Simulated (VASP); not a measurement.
The system is Sn.

```
CELL_PARAMETERS angstrom
2.87432 0.00000 0.00000
-1.43716 2.48923 0.00000
0.00000 0.00000 5.47713
ATOMIC_POSITIONS crystal
Sn 0.33333 0.66667 0.25000
Sn 0.66667 0.33333 0.75000
```

This isn't the form of Sn at room conditions, which is tetragonal (white tin).

- Program: VASP 6.6.1
- Task: relaxation of cell and atoms
- Functional: PBEsol
- Potentials or basis: VASP PAW PBE potentials, release 64 (Sn_d)
- Cutoff: 600 eV
- k mesh: 12 × 12 × 4
- Occupations: gaussian, width 0.1 eV
- Spin: no spin polarisation

At the start: pressure 37.0 GPa; volume 19.59 Å³/atom.

Where does the relaxation end?

Over 10 steps the energy falls by 682.5 meV/atom and the volume is 26.07 Å³/atom (+33.1 %); space group P6_3/mmc (No. 194, to 0.1 Å) before and after.

The path:
```
step  energy change (eV)  largest force (eV/Å)  pressure (GPa)  volume (Å³)
   1              0.0000                0.0000           37.04        39.19
   2             -0.6863                0.0000           -8.20        70.65
   3             -1.2583                0.0000           -0.89        53.51
   4             -1.2586                0.0000           -0.55        53.19
   5             -1.3034                0.0000           -0.38        52.68
   6             -1.3463                0.0000            1.70        50.86
   7             -1.3565                0.0000            0.41        51.77
   8             -1.3627                0.0000            0.89        51.43
   9             -1.3636                0.0000           -0.52        52.70
  10             -1.3650                0.0000            0.04        52.14
```

Final structure:
```
CELL_PARAMETERS angstrom
3.35696 0.00000 0.00000
-1.67848 2.90722 0.00000
0.00000 0.00000 5.34257
ATOMIC_POSITIONS crystal
Sn 0.33333 0.66667 0.25000
Sn 0.66667 0.33333 0.75000
```

Caveat: the volume moved by over 15 % at a fixed basis, so the end points are rough; the PAW data sets were made with another functional, which shifts forces and pressure a little.
